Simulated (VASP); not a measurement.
Wanted: the native input for a VASP 6.6.1 run.

```
Task                   : single point
Functional             : PBE
Potentials or basis    : VASP PAW PBE potentials, release 64 (C)
Cutoff                 : 520 eV
k mesh                 : 11 × 11 × 11
Occupations            : gaussian, width 0.01 eV
Spin                   : no spin polarisation
Dipole correction      : no
Further INCAR settings : ALGO = Normal; EDIFF = 1e-06; NBANDS = 11
```

The structure of C lies in POSCAR:

```
C
1.0
    0.0000000000      2.1270000000      3.3480000000
    1.2280000000      0.0000000000      3.3480000000
    1.2280000000      2.1270000000      0.0000000000
C
2
Direct
    0.1666700000      0.8333300000      0.1666700000
    0.8333300000      0.1666700000      0.8333300000
```

The input as run:

INCAR

```
  PREC = Accurate
  ENCUT = 520
  EDIFF = 1E-6
  ISMEAR = 0
  SIGMA = 0.01
  LREAL = False
  LASPH = True
  NELM = 80
  ALGO = Normal
  ISIF = 2
  LWAVE = False
  LCHARG = False
  GGA = PE
  NBANDS = 11
```

KPOINTS

```
Automatic mesh
0
Gamma
  11 11 11
```

Potentials or basis: VASP PAW PBE potentials, release 64 (C).

Command:

```sh
$ cat potpaw_PBE.64/C/POTCAR > POTCAR
$ mpirun -np 1 vasp_std > vasp.out
```

It gave:

- Pressure: 5.0 GPa
- Largest force: 0.037 eV/Å
- Band gap on the k mesh: 0.69 eV, indirect (least direct gap 0.82 eV)

It took 64 s on 1 thread of Intel Xeon 8259CL, on a shared host, peak memory 0.16 GiB.
